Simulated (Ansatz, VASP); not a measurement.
## Hg: VASP beside Ansatz

```
Hg
1.0
     3.59388    0.00000   -0.00412
     0.00000    5.61178    0.00000
    -1.79344    0.00000    3.11658
Hg
2
Direct
  0.66651 0.25000 0.83304
  0.33349 0.75000 0.16696
```

Alike in both runs: functional PBE; k mesh 12 × 6 × 12; occupations gaussian, width 0.01 eV; no spin polarisation.

Ansatz relaxed the structure, and its values are those at the end. VASP's run is a single point on that final structure, the one shown.

|  | VASP | Ansatz |
| --- | --- | --- |
| version | VASP 6.6.1 | Ansatz 0.2.0 |
| potentials or method | VASP PAW PBE potentials, release 64 (Hg), cutoff 520 eV | scalar-relativistic, plane waves, PAW |
| valence electrons in the cell | 24 | 40 |

|  | VASP | Ansatz | Ansatz less VASP |
| --- | --- | --- | --- |
| gap on the k mesh at the Fermi level (eV) | 0.35 | 0.34 | -0.009 |
| least direct gap on the mesh (eV) | 1.36 | 1.35 | -0.012 |
| pressure (GPa) | 0.0 | 0.0 | -0.04 |

With one functional, cell and mesh, what is left measures potentials, basis and numerics. VASP's potentials hold 24 valence electrons a cell and Ansatz's 40, so a difference there can come from the potentials and not from the codes.

Spin-orbit coupling is off throughout.
